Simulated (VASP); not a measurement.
# MoS2 (P6_3/mmc) in VASP: single point with PBE

Aim: the single point of MoS2 with PBE.

Program: VASP 6.6.1. These are calculated values, not measurements. Logs are shortened: lines on timing, memory, paths and dates and some standing lists are left out, and cuts for length are marked.

**The experiment to reproduce.**

“Multiwavelength excitation Raman Scattering Analysis of bulk and 2 dimensional MoS2: Vibrational properties of atomically thin MoS2 layers”, 2015, arxiv:1506.03228 reports, for a bulk crystal of MoS2 at 300 K: band gap 1.3 eV (indirect).

The results are compared with them further down.

## 1. The cell of the first run

It takes space group P6_3/mmc (No. 194, hexagonal). Conventional cell: a = 3.185 Å, b = 3.185 Å, c = 13.857 Å, α = 90.00°, β = 90.00°, γ = 120.00°. Mo (site symmetry -6m2) has 6 S at 2.41 Å and 6 Mo at 3.19 Å within 3.2 Å. Within 3.2 Å of S (site symmetry 3m) lie 3 Mo at 2.41 Å and 7 S at 3.12 to 3.19 Å.

## 2. Single point, PBE, collinear spin

File INCAR:

```
  ALGO = Normal
  EDIFF = 1E-6
  ENCUT = 520
  GGA = PE
  ISIF = 2
  ISMEAR = 0
  ISPIN = 2
  LASPH = T
  LCHARG = F
  LMAXMIX = 4
  LORBIT = 11
  LREAL = F
  LWAVE = F
  MAGMOM = 2 2 0 0 0 0
  NBANDS = 39
  NELM = 150
  PREC = Accurate
  SIGMA = 0.05
```

File KPOINTS:

```
k-points
0
Gamma
  8 8 2
```

File POSCAR:

```
MoS2
1.0
    3.1854792599      0.0000000000      0.0000000000
   -1.5927396299      2.7587059623      0.0000000000
    0.0000000000      0.0000000000     13.8573611948
Mo S
2 4
Direct
    0.3333333333      0.6666666667      0.2500000000
    0.6666666667      0.3333333333      0.7500000000
    0.3333333333      0.6666666667      0.6372941111
    0.6666666667      0.3333333333      0.1372941111
    0.3333333333      0.6666666667      0.8627058889
    0.6666666667      0.3333333333      0.3627058889
```

Potentials or basis: VASP PAW PBE potentials, release 64 (Mo_sv, S).

The run is started by

```console
> cat potpaw_PBE.64/Mo_sv/POTCAR potpaw_PBE.64/S/POTCAR > POTCAR
> mpirun -np 1 vasp_std > vasp.out
```

OUTCAR:

```text
EDIFF = 1E-6
   ENCUT = 520
   GGA = PE
   ISIF = 2
   ISMEAR = 0
   ISPIN = 2
   LASPH = T
   LORBIT = 11
   LREAL = F
   NELM = 150
   PREC = Accurate

 ion  position               nearest neighbor table
   1  0.333  0.667  0.250-   4 2.41   6 2.41   4 2.41   6 2.41   4 2.41   6 2.41
   2  0.667  0.333  0.750-   3 2.41   5 2.41   3 2.41   5 2.41   3 2.41   5 2.41
   3  0.333  0.667  0.637-   2 2.41   2 2.41   2 2.41
   4  0.667  0.333  0.137-   1 2.41   1 2.41   1 2.41
   5  0.333  0.667  0.863-   2 2.41   2 2.41   2 2.41
   6  0.667  0.333  0.363-   1 2.41   1 2.41   1 2.41

  LATTYP: Found a hexagonal cell.
 ALAT       =     3.1854792599
 C/A-ratio  =     4.3501652543

  Lattice vectors:

 A1 = (   3.1854792599,   0.0000000000,   0.0000000000)
 A2 = (  -1.5927396299,   2.7587059623,   0.0000000000)
 A3 = (   0.0000000000,   0.0000000000,  13.8573611948)

Analysis of symmetry for initial positions (statically):
=====================================================================
 Subroutine PRICEL returns:
 Original cell was already a primitive cell.

 Routine SETGRP: Setting up the symmetry group for a
 hexagonal supercell.

 Subroutine GETGRP returns: Found 24 space group operations
 (whereof 12 operations were pure point group operations)
 out of a pool of 24 trial point group operations.

The static configuration has the point symmetry D_3d.
 The point group associated with its full space group is D_6h.

Analysis of symmetry for dynamics (positions and initial velocities):
=====================================================================
 Subroutine PRICEL returns:
 Original cell was already a primitive cell.

 Routine SETGRP: Setting up the symmetry group for a
 hexagonal supercell.

 Subroutine GETGRP returns: Found 24 space group operations
 (whereof 12 operations were pure point group operations)
 out of a pool of 24 trial point group operations.

The dynamic configuration has the point symmetry D_3d.
 The point group associated with its full space group is D_6h.

Analysis of structural, dynamic, and magnetic symmetry:
=====================================================================
 Subroutine PRICEL returns:
 Original cell was already a primitive cell.

 Routine SETGRP: Setting up the symmetry group for a
 hexagonal supercell.

 Subroutine GETGRP returns: Found 24 space group operations
 (whereof 12 operations were pure point group operations)
 out of a pool of 24 trial point group operations.

The overall configuration has the point symmetry D_3d.
 The point group associated with its full space group is D_6h.

 Subroutine INISYM returns: Found 24 space group operations
 (whereof 12 operations are pure point group operations),
 and found     1 'primitive' translations

----------------------------------------------------------------------------------------

                                     Primitive cell

  volume of cell :     121.7757

  direct lattice vectors                    reciprocal lattice vectors
     3.185479260  0.000000000  0.000000000     0.313924505  0.181244397  0.000000000
    -1.592739630  2.758705962  0.000000000     0.000000000  0.362488795  0.000000000
     0.000000000  0.000000000 13.857361195     0.000000000  0.000000000  0.072163811

  length of vectors
     3.185479260  3.185479260 13.857361195     0.362488795  0.362488795  0.072163811

  position of ions in fractional coordinates (direct lattice)
     0.333333333  0.666666667  0.250000000
     0.666666667  0.333333333  0.750000000
     0.333333333  0.666666667  0.637294111
     0.666666667  0.333333333  0.137294111
     0.333333333  0.666666667  0.862705889
     0.666666667  0.333333333  0.362705889

  ion indices of the primitive-cell ions
   primitive index   ion index
                 1           1
                 2           2
                 3           3
                 4           4
                 5           5
                 6           6

----------------------------------------------------------------------------------------

 KPOINTS: k-points

Automatic generation of k-mesh.
 Grid dimensions read from file:
 generate k-points for:    8    8    2

 Generating k-lattice:

  Cartesian coordinates                     Fractional coordinates (reciprocal lattice)
     0.039240563  0.022655550  0.000000000     0.125000000 -0.000000000  0.000000000
     0.000000000  0.045311099  0.000000000     0.000000000  0.125000000  0.000000000
     0.000000000  0.000000000  0.036081906     0.000000000  0.000000000  0.500000000

  Length of vectors
     0.045311099  0.045311099  0.036081906

  Shift w.r.t. Gamma in fractional coordinates (k-lattice)
     0.000000000  0.000000000  0.000000000

 Subroutine IBZKPT returns following result:
 ===========================================

 Found     20 irreducible k-points:

 Following reciprocal coordinates:
            Coordinates               Weight
  0.000000  0.000000  0.000000      1.000000
  0.125000  0.000000  0.000000      6.000000
  0.250000  0.000000  0.000000      6.000000
  0.375000  0.000000  0.000000      6.000000
  0.500000  0.000000  0.000000      3.000000
  0.125000  0.125000  0.000000      6.000000
[... 12 lines left out ...]
  0.250000  0.250000  0.500000      6.000000
  0.375000  0.250000  0.500000      6.000000
   k-points           NKPTS =     20   k-points in BZ     NKDIM =     20   number of bands    NBANDS=     39
   number of dos      NEDOS =    301   number of ions     NIONS =      6
   total plane-waves  NPLWV =  62208
   dimension x,y,z NGX =    24 NGY =   24 NGZ =  108
   dimension x,y,z NGXF=    48 NGYF=   48 NGZF=  216
   ions per type =               2   4
   NGX,Y,Z   is equivalent  to a cutoff of  12.53, 12.53, 12.96 a.u.
   NGXF,Y,Z  is equivalent  to a cutoff of  25.05, 25.05, 25.91 a.u.
 SYSTEM =  unknown system
   PREC   = accura    normal or accurate (medium, high low for compatibility)
   ISTART =      0    job   : 0-new  1-cont  2-samecut
   ICHARG =      2    charge: 1-file 2-atom 10-const
   ISPIN  =      2    spin polarized calculation?
   LNONCOLLINEAR =      F non collinear calculations
   LSORBIT =      F    spin-orbit coupling
   LASPH  =      T    aspherical Exc in radial PAW
   ENCUT  =  520.0 eV  38.22 Ry    6.18 a.u.   5.92  5.92 25.77*2*pi/ulx,y,z
   NELM   =    150;   NELMIN=  2; NELMDL= -5     # of ELM steps
   EDIFF  = 0.1E-05   stopping-criterion for ELM
   LREAL  =      F    real-space projection
[... 7 lines left out ...]
   TEBEG  =    0.0;   TEEND  =   0.0 temperature during run
   PSTRESS=    0.0 pullay stress
   NELECT =      52.0000    total number of electrons
   NUPDOWN=      -1.0000    fix difference up-down
   EMIN   =  10.00;   EMAX   =-10.00  energy-range for DOS
   EFERMI =   0.00;   METHOD = LEGACY
   ISMEAR =     0;   SIGMA  =   0.05  broadening in eV -4-tet -1-fermi 0-gaus
   EFERMI_NEDOS =   21; number of points for ismear=-14 and -15
   IALGO  =     38    algorithm
   IMIX   =      4    mixing-type and parameters
     AMIX     =   0.40;   BMIX     =  1.00
     AMIX_MAG =   1.60;   BMIX_MAG =  1.00
  volume/ion in A,a.u.               =      20.30       136.96
  Fermi-wavevector in a.u.,A,eV,Ry     =   1.232790  2.329635 20.677736  1.519771
  Thomas-Fermi vector in A             =   2.367546
   LORBIT       =     11    0 simple, 1 ext, 2 COOP (PROOUT), +10 PAW based schemes
   GGA     = PE    functional components
   LHFCALC =     F    Hartree Fock is set to
   AEXX    =    0.0000 exact exchange contribution
   IVDW    =     0    specifies the selected vdW correction
   LEPSILON=     F    determine dielectric tensor
   LRPA    =     F    only Hartree local field effects (RPA)
 spin polarized calculation
 Gauss-broadening in eV      SIGMA  =   0.05
  energy-cutoff  :      520.00
  volume of cell :      121.78
 maximum number of plane-waves:      3306
 NGX is ok and might be reduce to    24
   NGX = 11   NGY = 11   NGZ = 51

 number of electron      51.9999997 magnetization       0.0001795

 Free energy of the ion-electron system (eV)
  ---------------------------------------------------
  ext. energy  EPLUGINS =         0.00000000
  ---------------------------------------------------
  free energy    TOTEN  =       -43.71055442 eV

  energy without entropy =      -43.71055442  energy(sigma->0) =      -43.71055442

 E-fermi :   5.8602     XC(G=0):  -9.9153

 val. band max:        5.6321007348   @ k =   0.0000   0.0000   0.0000
 cond. band min:       7.1302046503   @ k =   0.3750   0.2500   0.0000
 fundamental gap:      1.4981039155
 Fermi energy:         5.8601628399

 spin component 1

 k-point     1 :       0.0000    0.0000    0.0000
  band No.  band energies     occupation
      1     -55.5694      1.00000
      2     -55.5694      1.00000
      3     -29.7071      1.00000
      4     -29.7070      1.00000
      5     -29.5058      1.00000
      6     -29.5058      1.00000
[... 809 lines left out ...]
     37      13.5115      0.00000
     38      13.5115      0.00000
 Fermi energy:         5.8601628399

 spin component 2

 k-point     1 :       0.0000    0.0000    0.0000
  band No.  band energies     occupation
      1     -55.5694      1.00000
      2     -55.5694      1.00000
      3     -29.7071      1.00000
      4     -29.7071      1.00000
      5     -29.5058      1.00000
      6     -29.5058      1.00000
[... 809 lines left out ...]
     37      13.5115      0.00000
     38      13.5115      0.00000
 [bands above 38 left out]

------------------------ aborting loop because EDIFF is reached ----------------------------------------

  FORCE on cell =-STRESS in cart. coord.  units (eV):
  Direction    XX          YY          ZZ          XY          YZ          ZX
  --------------------------------------------------------------------------------------
  -------------------------------------------------------------------------------------
  Total       -0.0379676     -0.0379676      0.0737880     -0.0000000      0.0000000      0.0000000
  in kB       -0.4995318     -0.4995318      0.9708131     -0.0000000      0.0000000      0.0000000
  external PRESSURE =      -0.0094168 kB  Pullay stress =       0.0000000 kB

 VOLUME and BASIS-vectors are now :
 -----------------------------------------------------------------------------
  energy-cutoff  :      520.00
  volume of cell :      121.78
      direct lattice vectors                 reciprocal lattice vectors
     3.185479260  0.000000000  0.000000000     0.313924505  0.181244397  0.000000000
    -1.592739630  2.758705962  0.000000000     0.000000000  0.362488795  0.000000000
     0.000000000  0.000000000 13.857361195     0.000000000  0.000000000  0.072163811

 POSITION                                       TOTAL-FORCE (eV/Angst)
 -----------------------------------------------------------------------------------
     -0.00000      1.83914      3.46434        -0.000000      0.000000      0.000000
      1.59274      0.91957     10.39302         0.000000     -0.000000      0.000000
     -0.00000      1.83914      8.83121        -0.000000      0.000000      0.006988
      1.59274      0.91957      1.90253         0.000000     -0.000000      0.006988
     -0.00000      1.83914     11.95483        -0.000000      0.000000     -0.006988
      1.59274      0.91957      5.02615         0.000000     -0.000000     -0.006988
 -----------------------------------------------------------------------------------
    total drift:                                0.000000     -0.000000      0.000000

  FREE ENERGIE OF THE ION-ELECTRON SYSTEM (eV)
  ---------------------------------------------------
  free  energy   TOTEN  =       -43.7105544238 eV

  energy  without entropy=      -43.7105544238  energy(sigma->0) =      -43.71055442

 total charge

# of ion       s       p       d       tot
------------------------------------------
    1        2.288   6.216   3.929  12.432
    2        2.288   6.216   3.929  12.432
    3        1.363   2.337   0.000   3.700
    4        1.363   2.337   0.000   3.700
    5        1.363   2.337   0.000   3.700
    6        1.363   2.337   0.000   3.700
--------------------------------------------------
tot         10.029  21.780   7.857  39.666

 magnetization (x)

# of ion       s       p       d       tot
------------------------------------------
    1       -0.000  -0.000  -0.000  -0.000
    2       -0.000  -0.000  -0.000  -0.000
    3       -0.000   0.000   0.000   0.000
    4       -0.000   0.000   0.000   0.000
    5       -0.000   0.000   0.000   0.000
    6       -0.000   0.000   0.000   0.000
--------------------------------------------------
tot         -0.000   0.000  -0.000  -0.000
```

It took 4.3 min on 1 thread of Intel Xeon 8259CL, shared host; peak memory 0.36 GiB.

What came out:

* Free energy: -43.7106 eV
* Pressure: 0.0 GPa
* Largest force: 0.007 eV/Å
* Band gap on the k mesh: 1.50 eV (least direct gap 1.95 eV)
* Net moment: 0.00 μB per cell
* Valence electrons inside the program's atomic spheres: Mo 12.43; S 3.70

Forces in eV/Å, atoms in the order of the input:
```
Mo   0.000  0.000  0.000
Mo   0.000  0.000  0.000
S    0.000  0.000  0.007
S    0.000  0.000  0.007
S    0.000  0.000 -0.007
S    0.000  0.000 -0.007
```

Caveat: this functional lacks dispersion, which binds the layers, so the pressure and a relaxed spacing across them are unreliable.

## 3. Against experiment

Step 2. Against the measured gap of MoS2, 1.3 eV (indirect; 300 K; “Multiwavelength excitation Raman Scattering Analysis of bulk and 2 dimensional MoS2: Vibrational properties of atomically thin MoS2 layers”, 2015, arxiv:1506.03228), the calculated 1.50 eV is off by +0.20 eV. Spin-orbit coupling on Mo is left out. The value is that of PBE on a finite k mesh, which can miss the band edges, without temperature or zero-point motion.
